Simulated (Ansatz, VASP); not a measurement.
**One calculation of HfN, two programs**

```
Hf N
1.0
     3.43321    0.00000    0.00000
    -1.71660    2.97324    0.00000
     0.00000    0.00000    3.96982
Hf N
1 1
Direct
  0.00000 0.00000 0.50000
  0.00000 0.00000 0.00000
```

Alike in both runs: task single point; functional r2SCAN50; k mesh 5 × 5 × 4; occupations fermi-dirac, width 0.05 eV; no spin polarisation.

```csv
,VASP,Ansatz
version,VASP 6.6.1,Ansatz 0.2.0
potentials or method,"VASP PAW PBE potentials, release 64 (Hf_pv, N)",Ansatz PAW
plane-wave cutoff (eV),520,500
valence electrons in the cell,15,31
```

Ansatz gave:

* gap on the k mesh at the Fermi level (eV): none
* pressure (GPa): -4.2
* traceless stress, the component that is largest in VASP (GPa): -20.52

Which values does VASP return?

gap on the k mesh at the Fermi level (eV): none; pressure (GPa): -6.6; traceless stress, the component that is largest in VASP (GPa): -22.69.

VASP's potentials were made for PBE, not for r2SCAN50. A gap of «none» marks a metal or a gap that the smearing closes. VASP's potentials hold 15 valence electrons a cell and Ansatz's 31, so a difference there can come from the potentials and not from the codes.

The k mesh is coarse, so the values compare programs but aren't converged. Neither program's run includes spin-orbit coupling.
